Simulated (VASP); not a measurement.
# BaTaH5 (P4/mmm) in VASP: further runs

BaTaH5 is run at these levels: PBE; tasks: single point, relaxation of cell and atoms.

Everything below comes from runs of VASP 6.6.1. Logs are shortened: lines on timing, memory, paths and dates and some standing lists are left out, and cuts for length are marked.

**1. The cell of the first run**

Symmetry: P4/mmm, No. 123, tetragonal system. Conventional cell: a = 3.362 Å, b = 3.362 Å, c = 6.937 Å, α = 90.00°, β = 90.00°, γ = 90.00°. Ba (site symmetry 4/mmm) has 12 H at 2.38 to 2.90 Å within 3.1 Å. Ta (site symmetry 4/mmm) has 8 H at 2.01 Å within 2.7 Å. H (site symmetry 4/mmm) has 4 Ba at 2.38 Å and 8 H at 2.90 Å within 3.1 Å. H (site symmetry 2mm) has 2 Ta at 2.01 Å and 5 H at 2.21 to 2.38 Å within 2.7 Å.

The cell was built from a structure type or drawn by symmetry, and may not be a known phase.

**2. Single point, PBE**

Contents of INCAR:

```
SYSTEM = BaTaH5
  ALGO = Normal
  EDIFF = 1E-6
  ENCUT = 520
  GGA = PE
  ISIF = 2
  ISMEAR = 0
  LASPH = .TRUE.
  LCHARG = .FALSE.
  LREAL = .FALSE.
  LWAVE = .FALSE.
  NBANDS = 22
  NELM = 100
  PREC = Accurate
  SIGMA = 0.1
```

Contents of KPOINTS:

```
k-points
0
G
  12 12 6
  0 0 0
```

Contents of POSCAR:

```
BaTaH5
1.0
    3.3618946106      0.0000000000      0.0000000000
    0.0000000000      3.3618946106      0.0000000000
    0.0000000000      0.0000000000      6.9373939909
Ba Ta H
1 1 5
Direct
    0.0000000000      0.0000000000      0.0000000000
    0.0000000000      0.0000000000      0.5000000000
    0.5000000000      0.5000000000      0.0000000000
    0.5000000000      0.0000000000      0.6592751748
    0.0000000000      0.5000000000      0.6592751748
    0.5000000000      0.0000000000      0.3407248252
    0.0000000000      0.5000000000      0.3407248252
```

Potentials or basis: VASP PAW PBE potentials, release 64 (Ba_sv, Ta_pv, H).

Launch:

```console
> cat potpaw_PBE.64/Ba_sv/POTCAR potpaw_PBE.64/Ta_pv/POTCAR potpaw_PBE.64/H/POTCAR > POTCAR
> mpirun -np 1 vasp_std > vasp.out
```

OUTCAR:

```text
SYSTEM = BaTaH5
   EDIFF = 1E-6
   ENCUT = 520
   GGA = PE
   ISIF = 2
   ISMEAR = 0
   LASPH = .TRUE.
   LREAL = .FALSE.
   NELM = 100
   PREC = Accurate

 ion  position               nearest neighbor table
   1  0.000  0.000  0.000-   3 2.38   3 2.38   3 2.38   3 2.38   2 3.47   2 3.47
   2  0.000  0.000  0.500-   4 2.01   5 2.01   6 2.01   7 2.01   5 2.01   7 2.01   4 2.01   6 2.01
                             1 3.47   1 3.47
   3  0.500  0.500  0.000-   1 2.38   1 2.38   1 2.38   1 2.38
   4  0.500  0.000  0.659-   2 2.01   2 2.01
   5  0.000  0.500  0.659-   2 2.01   2 2.01
   6  0.500  0.000  0.341-   2 2.01   2 2.01
   7  0.000  0.500  0.341-   2 2.01   2 2.01

  LATTYP: Found a simple tetragonal cell.
 ALAT       =     3.3618946106
 C/A-ratio  =     2.0635370214

  Lattice vectors:

 A1 = (   3.3618946106,   0.0000000000,   0.0000000000)
 A2 = (   0.0000000000,   3.3618946106,   0.0000000000)
 A3 = (   0.0000000000,   0.0000000000,   6.9373939909)

Analysis of symmetry for initial positions (statically):
=====================================================================
 Subroutine PRICEL returns:
 Original cell was already a primitive cell.

 Routine SETGRP: Setting up the symmetry group for a
 simple tetragonal supercell.

 Subroutine GETGRP returns: Found 16 space group operations
 (whereof 16 operations were pure point group operations)
 out of a pool of 16 trial point group operations.

The static configuration has the point symmetry D_4h.

Analysis of symmetry for dynamics (positions and initial velocities):
=====================================================================
 Subroutine PRICEL returns:
 Original cell was already a primitive cell.

 Routine SETGRP: Setting up the symmetry group for a
 simple tetragonal supercell.

 Subroutine GETGRP returns: Found 16 space group operations
 (whereof 16 operations were pure point group operations)
 out of a pool of 16 trial point group operations.

The dynamic configuration has the point symmetry D_4h.

 Subroutine INISYM returns: Found 16 space group operations
 (whereof 16 operations are pure point group operations),
 and found     1 'primitive' translations

----------------------------------------------------------------------------------------

                                     Primitive cell

  volume of cell :      78.4088

  direct lattice vectors                    reciprocal lattice vectors
     3.361894611  0.000000000  0.000000000     0.297451323  0.000000000  0.000000000
     0.000000000  3.361894611  0.000000000     0.000000000  0.297451323  0.000000000
     0.000000000  0.000000000  6.937393991     0.000000000  0.000000000  0.144146347

  length of vectors
     3.361894611  3.361894611  6.937393991     0.297451323  0.297451323  0.144146347

  position of ions in fractional coordinates (direct lattice)
     0.000000000  0.000000000  0.000000000
     0.000000000  0.000000000  0.500000000
     0.500000000  0.500000000  0.000000000
     0.500000000  0.000000000  0.659275175
     0.000000000  0.500000000  0.659275175
     0.500000000  0.000000000  0.340724825
     0.000000000  0.500000000  0.340724825

  ion indices of the primitive-cell ions
   primitive index   ion index
                 1           1
                 2           2
                 3           3
                 4           4
                 5           5
                 6           6
                 7           7

----------------------------------------------------------------------------------------

 KPOINTS: k-points

Automatic generation of k-mesh.
 Grid dimensions read from file:
 generate k-points for:   12   12    6

 Generating k-lattice:

  Cartesian coordinates                     Fractional coordinates (reciprocal lattice)
     0.024787610  0.000000000  0.000000000     0.083333333  0.000000000  0.000000000
     0.000000000  0.024787610  0.000000000     0.000000000  0.083333333  0.000000000
     0.000000000  0.000000000  0.024024391     0.000000000  0.000000000  0.166666667

  Length of vectors
     0.024787610  0.024787610  0.024024391

  Shift w.r.t. Gamma in fractional coordinates (k-lattice)
     0.000000000  0.000000000  0.000000000

 Subroutine IBZKPT returns following result:
 ===========================================

 Found    112 irreducible k-points:

 Following reciprocal coordinates:
            Coordinates               Weight
  0.000000  0.000000  0.000000      1.000000
  0.083333  0.000000  0.000000      4.000000
  0.166667  0.000000  0.000000      4.000000
  0.250000  0.000000  0.000000      4.000000
  0.333333  0.000000  0.000000      4.000000
  0.416667  0.000000  0.000000      4.000000
[... 16 lines left out ...]
  0.333333  0.333333  0.000000      4.000000
  0.416667  0.333333  0.000000      8.000000
 [... further k-points ...]
   k-points           NKPTS =    112   k-points in BZ     NKDIM =    112   number of bands    NBANDS=     22
   number of dos      NEDOS =    301   number of ions     NIONS =      7
   total plane-waves  NPLWV =  42336
   dimension x,y,z NGX =    28 NGY =   28 NGZ =   54
   dimension x,y,z NGXF=    56 NGYF=   56 NGZF=  108
   ions per type =               1   1   5
   NGX,Y,Z   is equivalent  to a cutoff of  13.85, 13.85, 12.94 a.u.
   NGXF,Y,Z  is equivalent  to a cutoff of  27.69, 27.69, 25.88 a.u.
 SYSTEM =  BaTaH5
   PREC   = accura    normal or accurate (medium, high low for compatibility)
   ISTART =      0    job   : 0-new  1-cont  2-samecut
   ICHARG =      2    charge: 1-file 2-atom 10-const
   ISPIN  =      1    spin polarized calculation?
   LNONCOLLINEAR =      F non collinear calculations
   LSORBIT =      F    spin-orbit coupling
   LASPH  =      T    aspherical Exc in radial PAW
   ENCUT  =  520.0 eV  38.22 Ry    6.18 a.u.   6.25  6.25 12.90*2*pi/ulx,y,z
   NELM   =    100;   NELMIN=  2; NELMDL= -5     # of ELM steps
   EDIFF  = 0.1E-05   stopping-criterion for ELM
   LREAL  =      F    real-space projection
   EDIFFG = 0.1E-04   stopping-criterion for IOM
   NSW    =      0    number of steps for IOM
   IBRION =     -1    ionic relax: 0-MD 1-quasi-New 2-CG
   NFREE  =      0    steps in history (QN), initial steepest desc. (CG)
   ISIF   =      2    stress and relaxation
   ISYM   =      2    0-nonsym 1-usesym 2-fastsym
   POTIM  = 0.5000    time-step for ionic-motion
   TEBEG  =    0.0;   TEEND  =   0.0 temperature during run
   PSTRESS=    0.0 pullay stress
   NELECT =      26.0000    total number of electrons
   NUPDOWN=      -1.0000    fix difference up-down
   EMIN   =  10.00;   EMAX   =-10.00  energy-range for DOS
   EFERMI =   0.00;   METHOD = LEGACY
   ISMEAR =     0;   SIGMA  =   0.10  broadening in eV -4-tet -1-fermi 0-gaus
   EFERMI_NEDOS =   21; number of points for ismear=-14 and -15
   IALGO  =     38    algorithm
   IMIX   =      4    mixing-type and parameters
     AMIX     =   0.40;   BMIX     =  1.00
     AMIX_MAG =   1.60;   BMIX_MAG =  1.00
  volume/ion in A,a.u.               =      11.20        75.59
  Fermi-wavevector in a.u.,A,eV,Ry     =   1.133125  2.141295 17.469499  1.283972
  Thomas-Fermi vector in A             =   2.269827
   LORBIT       =      0    0 simple, 1 ext, 2 COOP (PROOUT), +10 PAW based schemes
   GGA     = PE    functional components
   LHFCALC =     F    Hartree Fock is set to
   AEXX    =    0.0000 exact exchange contribution
   IVDW    =     0    specifies the selected vdW correction
   LEPSILON=     F    determine dielectric tensor
   LRPA    =     F    only Hartree local field effects (RPA)
 non-spin polarized calculation
 Gauss-broadening in eV      SIGMA  =   0.10
  energy-cutoff  :      520.00
  volume of cell :       78.41
 maximum number of plane-waves:      2138
 NGX is ok and might be reduce to    28
   NGX = 13   NGY = 13   NGZ = 25

 number of electron      25.9999997 magnetization

 Free energy of the ion-electron system (eV)
  ---------------------------------------------------
  ext. energy  EPLUGINS =         0.00000000
  ---------------------------------------------------
  free energy    TOTEN  =       -30.61593899 eV

  energy without entropy =      -30.60698628  energy(sigma->0) =      -30.61146263

 E-fermi :   2.8038     XC(G=0):  -9.8512

 val. band max:        2.7865271875   @ k =   0.2500   0.0000   0.5000
 cond. band min:       2.8092127078   @ k =   0.0000   0.0000   0.1667
 fundamental gap:      0.0226855202
 Fermi energy:         2.8038241898

 k-point     1 :       0.0000    0.0000    0.0000
  band No.  band energies     occupation
      1     -32.1627      2.00000
      2     -32.1627      2.00000
      3     -32.0548      2.00000
      4     -25.3001      2.00000
      5     -10.6341      2.00000
      6      -9.3151      2.00000
[... 14 lines left out ...]
     21      10.1475      0.00000
     22      10.2632      0.00000

 k-point     2 :       0.0833    0.0000    0.0000
  band No.  band energies     occupation
      1     -32.1752      2.00000
      2     -32.1619      2.00000
      3     -32.0532      2.00000
      4     -25.2778      2.00000
      5     -10.6080      2.00000
      6      -9.5574      2.00000
[... 14 lines left out ...]
     21       9.5499      0.00000
     22      10.5852      0.00000

 k-point     3 :       0.1667    0.0000    0.0000
  band No.  band energies     occupation
      1     -32.2090      2.00000
      2     -32.1596      2.00000
      3     -32.0487      2.00000
      4     -25.2160      2.00000
      5     -10.5354      2.00000
      6     -10.1488      2.00000
[... 14 lines left out ...]
     21       9.4195      0.00000
     22       9.4649      0.00000
[... 476 lines left out ...]
 k-point    23 :       0.3333    0.3333    0.0000
  band No.  band energies     occupation
      1     -32.2897      2.00000
      2     -32.2881      2.00000
      3     -32.0187      2.00000
      4     -24.7946      2.00000
      5     -11.0914      2.00000
      6     -10.9023      2.00000
[... 14 lines left out ...]
     21       9.3545      0.00000
     22       9.7294      0.00000

 k-point    24 :       0.4167    0.3333    0.0000
  band No.  band energies     occupation
      1     -32.3215      2.00000
      2     -32.2861      2.00000
      3     -32.0143      2.00000
      4     -24.7314      2.00000
      5     -11.3818      2.00000
      6     -10.8659      2.00000
[... 14 lines left out ...]
     21       9.6314      0.00000
     22      10.5527      0.00000

 [... further k-points ...]

------------------------ aborting loop because EDIFF is reached ----------------------------------------

  FORCE on cell =-STRESS in cart. coord.  units (eV):
  Direction    XX          YY          ZZ          XY          YZ          ZX
  --------------------------------------------------------------------------------------
  -------------------------------------------------------------------------------------
  Total        0.7109319      0.7109319      0.2241029      0.0000000      0.0000000     -0.0000000
  in kB       14.5269363     14.5269363      4.5792404      0.0000000      0.0000000     -0.0000000
  external PRESSURE =      11.2110377 kB  Pullay stress =       0.0000000 kB

 VOLUME and BASIS-vectors are now :
 -----------------------------------------------------------------------------
  energy-cutoff  :      520.00
  volume of cell :       78.41
      direct lattice vectors                 reciprocal lattice vectors
     3.361894611  0.000000000  0.000000000     0.297451323  0.000000000  0.000000000
     0.000000000  3.361894611  0.000000000     0.000000000  0.297451323  0.000000000
     0.000000000  0.000000000  6.937393991     0.000000000  0.000000000  0.144146347

 POSITION                                       TOTAL-FORCE (eV/Angst)
 -----------------------------------------------------------------------------------
      0.00000      0.00000      0.00000        -0.000000     -0.000000      0.000000
      0.00000      0.00000      3.46870        -0.000000     -0.000000      0.000000
      1.68095      1.68095      0.00000        -0.000000     -0.000000      0.000000
      1.68095      0.00000      4.57365        -0.000000     -0.000000     -0.014028
      0.00000      1.68095      4.57365         0.000000      0.000000     -0.014028
      1.68095      0.00000      2.36374         0.000000      0.000000      0.014028
      0.00000      1.68095      2.36374        -0.000000     -0.000000      0.014028
 -----------------------------------------------------------------------------------
    total drift:                                0.000000      0.000000      0.000000

  FREE ENERGIE OF THE ION-ELECTRON SYSTEM (eV)
  ---------------------------------------------------
  free  energy   TOTEN  =       -30.6159389885 eV

  energy  without entropy=      -30.6069862798  energy(sigma->0) =      -30.61146263
```

It took 98 s on 1 thread of AMD EPYC 9R45 (Zen 5), shared host; peak memory 0.31 GiB.

What came out:

- Free energy: -30.6159 eV
- Pressure: 1.1 GPa
- Largest force: 0.014 eV/Å
- Band gap on the k mesh: zero (bands 13 and 14 overlap by 1.16 eV)

Forces on the atoms (eV/Å):
```
Ba   0.000  0.000  0.000
Ta   0.000  0.000  0.000
H    0.000  0.000  0.000
H    0.000  0.000 -0.014
H    0.000  0.000 -0.014
H    0.000  0.000  0.014
H    0.000  0.000  0.014
```

Levels at points of the mesh, in eV from the Fermi level:
| k point | band 11 | band 12 | band 13 | band 14 | band 15 | band 16 |
| --- | --- | --- | --- | --- | --- | --- |
| (0.00, 0.00, 0.00) | -4.21 | -1.35 | 0.47 | 0.56 | 0.97 | 0.97 |
| (0.50, 0.00, 0.00) | -2.11 | -0.92 | -0.82 | 0.97 | 1.19 | 1.32 |
| (0.50, 0.50, 0.00) | -3.45 | -3.45 | -1.85 | -0.69 | 2.84 | 2.84 |
| (0.00, 0.00, 0.50) | -3.80 | -0.45 | -0.41 | 1.10 | 1.10 | 1.88 |
| (0.50, 0.00, 0.50) | -2.93 | -0.94 | 0.12 | 0.98 | 1.34 | 1.42 |
| (0.50, 0.50, 0.50) | -3.83 | -3.83 | -1.94 | 0.51 | 2.97 | 3.08 |

Caveat: spin-orbit coupling is left out, which moves the levels of the heavy elements.

**3. Relaxation of cell and atoms, PBE**

This run uses another cell than the first one, of 11.23 Å³/atom.

Contents of INCAR:

```
SYSTEM = BaTaH5
  ALGO = Normal
  EDIFF = 1E-6
  EDIFFG = -0.01
  ENCUT = 600
  GGA = PE
  IBRION = 2
  ISIF = 3
  ISMEAR = 0
  LASPH = .True.
  LCHARG = .False.
  LREAL = .False.
  LWAVE = .False.
  NELM = 100
  NSW = 100
  PREC = Accurate
  SIGMA = 0.1
```

Contents of KPOINTS:

```
k-points
0
Gamma
  12 12 6
  0 0 0
```

Contents of POSCAR:

```
BaTaH5
1.0
    3.3609449115      0.0000000000      0.0000000000
    0.0000000000      3.3609449115      0.0000000000
    0.0000000000      0.0000000000      6.9582888155
Ba Ta H
1 1 5
Direct
    0.0000000000      0.0000000000      0.0000000000
    0.0000000000      0.0000000000      0.5000000000
    0.5000000000      0.5000000000      0.0000000000
    0.5000000000      0.0000000000      0.6592008208
    0.0000000000      0.5000000000      0.6592008208
    0.5000000000      0.0000000000      0.3407991792
    0.0000000000      0.5000000000      0.3407991792
```

Potentials or basis: VASP PAW PBE potentials, release 64 (Ba_sv, Ta_pv, H).

Launch:

```console
> cat potpaw_PBE.64/Ba_sv/POTCAR potpaw_PBE.64/Ta_pv/POTCAR potpaw_PBE.64/H/POTCAR > POTCAR
> mpirun -np 1 vasp_std > vasp.out
```

Wall time 5.9 min (1 thread of AMD EPYC 9R45 (Zen 5), shared host); peak memory 0.35 GiB.

Results (log left out):

- Free energy: -30.6255 eV
- Relaxed volume: 11.41 Å³/atom
- Relaxed cell: a = 3.389 Å, b = 3.389 Å, c = 6.957 Å, α = 90.00°, β = 90.00°, γ = 90.00°
- Space group after relaxing (to 0.1 Å): P4/mmm (No. 123)
- Energy gained by relaxing: 1.0 meV/atom
- Ionic steps: 8
- Pressure after relaxing: 0.0 GPa
- Band gap on the k mesh: zero (bands 13 and 14 overlap by 1.16 eV)

Step by step:
| step | energy change (eV) | largest force (eV/Å) | pressure (GPa) | volume (Å³) |
| --- | --- | --- | --- | --- |
| 1 | 0.0000 | 0.0197 | 1.06 | 78.60 |
| 2 | -0.0049 | 0.0467 | 0.19 | 79.45 |
| 3 | -0.0052 | 0.0574 | -0.16 | 79.80 |
| 4 | -0.0053 | 0.0564 | -0.14 | 79.77 |
| 5 | -0.0060 | 0.0401 | -0.07 | 79.75 |
| 6 | -0.0064 | 0.0117 | 0.06 | 79.72 |
| 7 | -0.0066 | 0.0064 | 0.04 | 79.79 |
| 8 | -0.0067 | 0.0014 | 0.01 | 79.90 |

Final structure:
```
CELL_PARAMETERS angstrom
3.38898 0.00000 0.00000
0.00000 3.38898 0.00000
0.00000 0.00000 6.95698
ATOMIC_POSITIONS crystal
Ba 0.00000 0.00000 0.00000
Ta 0.00000 0.00000 0.50000
H 0.50000 0.50000 0.00000
H 0.50000 0.00000 0.65726
H 0.00000 0.50000 0.65726
H 0.50000 0.00000 0.34274
H 0.00000 0.50000 0.34274
```

Levels at points of the mesh, in eV from the Fermi level:
```tsv
k point	band 9	band 10	band 11	band 12	band 13	band 14	band 15	band 16	band 17
(0.00, 0.00, 0.00)	-4.98	-4.19	-4.17	-1.30	0.46	0.58	0.93	0.93	2.48
(0.50, 0.00, 0.00)	-5.26	-4.42	-2.09	-0.99	-0.81	0.94	1.17	1.26	1.69
(0.50, 0.50, 0.00)	-4.69	-4.69	-3.49	-3.49	-1.79	-0.70	2.85	2.85	3.12
(0.00, 0.00, 0.50)	-5.39	-4.96	-3.76	-0.42	-0.37	1.06	1.06	1.85	2.48
(0.50, 0.00, 0.50)	-4.88	-4.81	-2.88	-1.01	0.13	0.95	1.32	1.36	1.68
(0.50, 0.50, 0.50)	-4.39	-4.39	-3.84	-3.84	-1.88	0.48	2.92	3.03	3.03
```

Caveat: spin-orbit coupling is left out, which moves the levels of the heavy elements.

**4. Single point, PBE**

This run uses another cell than the first one, of 11.23 Å³/atom.

Contents of INCAR:

```
PREC = Accurate
ENCUT = 520
EDIFF = 1E-6
ISMEAR = 0
SIGMA = 0.1
LREAL = F
LASPH = T
NELM = 100
ALGO = Normal
ISIF = 2
LWAVE = F
LCHARG = F
GGA = PE
NBANDS = 22
```

Contents of KPOINTS:

```
regular mesh
0
Gamma
  6 6 4
```

POSCAR is that of step 3.

Launch:

```console
> cat potpaw_PBE.64/Ba_sv/POTCAR potpaw_PBE.64/Ta_pv/POTCAR potpaw_PBE.64/H/POTCAR > POTCAR
> mpirun -np 1 vasp_std > vasp.out
```

It took 30 s on 1 thread of AMD EPYC 9R45 (Zen 5), shared host; peak memory 0.2 GiB.

The run converged. Its results:

```yaml
Free_energy: -30.6063 eV
Pressure: 1.1 GPa
Largest_force: 0.015 eV/Å
Band_gap_on_the_k_mesh: zero (bands 13 and 14 overlap by 1.13 eV)
```

Forces on the atoms (eV/Å):
```
Ba   0.000  0.000  0.000
Ta   0.000  0.000  0.000
H    0.000  0.000  0.000
H    0.000  0.000 -0.015
H    0.000  0.000 -0.015
H    0.000  0.000  0.015
H    0.000  0.000  0.015
```

Stress tensor (GPa, compression positive):
```
1.47 0.00 0.00
0.00 1.47 0.00
0.00 0.00 0.42
```

Levels at points of the mesh, in eV from the Fermi level:
| k point | band 10 | band 11 | band 12 | band 13 | band 14 | band 15 | band 16 | band 17 |
| --- | --- | --- | --- | --- | --- | --- | --- | --- |
| (0.00, 0.00, 0.00) | -4.31 | -4.25 | -1.41 | 0.41 | 0.52 | 0.91 | 0.91 | 2.48 |
| (0.50, 0.00, 0.00) | -4.49 | -2.19 | -0.95 | -0.87 | 0.88 | 1.16 | 1.26 | 1.60 |
| (0.50, 0.50, 0.00) | -4.82 | -3.51 | -3.51 | -1.94 | -0.72 | 2.78 | 2.78 | 3.17 |
| (0.00, 0.00, 0.50) | -5.01 | -3.85 | -0.49 | -0.48 | 1.04 | 1.04 | 1.81 | 2.48 |
| (0.50, 0.00, 0.50) | -4.89 | -2.99 | -0.97 | 0.06 | 0.89 | 1.30 | 1.36 | 1.61 |
| (0.50, 0.50, 0.50) | -4.53 | -3.88 | -3.88 | -2.04 | 0.45 | 2.94 | 3.02 | 3.02 |

Caveat: spin-orbit coupling is left out, which moves the levels of the heavy elements.

**5. Summary**

| task | cell | k mesh | cutoff (eV) | gap on the mesh (eV) | pressure (GPa) | largest force (eV/Å) |
| --- | --- | --- | --- | --- | --- | --- |
| single point | a = 3.362, b = 3.362, c = 6.937 Å, 7 atoms | 12 × 12 × 6 | 520 | none | 1.1 | 0.01 |
| relaxation of cell and atoms | relaxed from a = 3.361, b = 3.361, c = 6.958 Å, 7 atoms | 12 × 12 × 6 | 600 | none | 0.0 | - |
| single point | a = 3.361, b = 3.361, c = 6.958 Å, 7 atoms | 6 × 6 × 4 | 520 | none | 1.1 | 0.01 |

Alike in all rows: level PBE; potentials or basis VASP PAW PBE potentials, release 64 (Ba_sv, Ta_pv, H); no spin polarisation; smearing gaussian 0.1 eV.

Caveats: spin-orbit coupling is left out, which moves the levels of the heavy elements.

Total energies depend on the potentials used, so only differences within one code and one set of settings carry meaning.
